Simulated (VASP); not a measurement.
Crystal: LaNb4O.

```
La Nb O
1.0
     0.00000    3.61171    3.61171
     3.61171    0.00000    3.61171
     3.61171    3.61171    0.00000
La Nb O
1 4 1
Cartesian
  5.4176 5.4176 5.4176
  4.5156 4.5156 2.7078
  2.7078 4.5156 4.5156
  2.7078 2.7078 2.7078
  4.5156 2.7078 4.5156
  0.0000 0.0000 0.0000
```

- Program: VASP 6.6.1
- Task: relaxation of cell and atoms
- Functional: PBE
- Potentials or basis: VASP PAW PBE potentials, release 64 (La, Nb_sv, O)
- Cutoff: 600 eV
- k mesh: 4 × 4 × 4
- Occupations: gaussian, width 0.1 eV
- Spin: no spin polarisation

At the start: pressure 38.4 GPa; volume 15.70 Å³/atom.

Task: Where does the relaxation end?

Result: Over 6 steps the energy falls by 500.3 meV/atom and the volume is 20.89 Å³/atom (+33.0 %); space group F-43m (No. 216, to 0.05 Å).

The path:
| step | energy change (eV) | largest force (eV/Å) | pressure (GPa) | volume (Å³) |
| --- | --- | --- | --- | --- |
| 1 | 0.0000 | 0.1874 | 38.39 | 94.23 |
| 2 | -1.3746 | 0.4255 | -14.10 | 155.42 |
| 3 | -2.9402 | 0.4157 | -0.04 | 124.97 |
| 4 | -2.9395 | 0.4119 | 0.45 | 124.30 |
| 5 | -2.9662 | 0.3108 | 0.33 | 124.55 |
| 6 | -3.0020 | 0.0310 | 0.20 | 125.31 |

Final structure:
```yaml
crystal:
  lattice:
    - [0.00000, 3.97183, 3.97183]
    - [3.97183, 0.00000, 3.97183]
    - [3.97183, 3.97183, 0.00000]
  atoms:
    - { symbol: La, position: [0.75000, 0.75000, 0.75000] }
    - { symbol: Nb, position: [0.37970, 0.37970, 0.86089] }
    - { symbol: Nb, position: [0.86089, 0.37970, 0.37970] }
    - { symbol: Nb, position: [0.37970, 0.37970, 0.37970] }
    - { symbol: Nb, position: [0.37970, 0.86089, 0.37970] }
    - { symbol: O, position: [0.00000, 0.00000, 0.00000] }
```

Caveat: the k points lie up to 0.34 Å⁻¹ apart in the final cell; the volume moved by over 15 % at a fixed basis, so the end points are rough; an odd number of electrons without spin polarisation forces a metal; a magnetic or distorted state may lie lower.
